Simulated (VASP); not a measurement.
A run of VASP 6.6.1:

Contents of INCAR:

```
  PREC = Accurate
  ENCUT = 520
  EDIFF = 1E-7
  ISMEAR = 0
  SIGMA = 0.1
  LREAL = F
  LASPH = T
  NELM = 60
  ALGO = Normal
  ISIF = 2
  LWAVE = F
  LCHARG = F
  GGA = PE
  NBANDS = 33
```

File KPOINTS:

```
regular mesh
0
Gamma
  6 6 4
```

POSCAR

```
ZnGa2O2
1.0
    3.6331148062      0.0000000000      0.0000000000
    0.0000000000      3.6331148062      0.0000000000
    0.0000000000      0.0000000000      4.9544994050
Zn Ga O
1 2 2
Direct
    0.0000000000      0.0000000000      0.0000000000
    0.5000000000      0.5000000000      0.7413348764
    0.5000000000      0.5000000000      0.2586651236
    0.5000000000      0.0000000000      0.5000000000
    0.0000000000      0.5000000000      0.5000000000
```

Potentials or basis: VASP PAW PBE potentials, release 64 (Zn, Ga_d, O).

Launch:

```bash
$ cat potpaw_PBE.64/Zn/POTCAR potpaw_PBE.64/Ga_d/POTCAR potpaw_PBE.64/O/POTCAR > POTCAR
$ mpirun -np 1 vasp_std > vasp.out
```

Hardware: 1 thread of Intel Xeon 8259CL (shared host).

Question: How long does it take, and how much memory?

Answer: Wall time 110 s on 1 thread of Intel Xeon 8259CL, on a shared host, peak memory 0.21 GiB. Counts: scf iterations 18, k points 30.
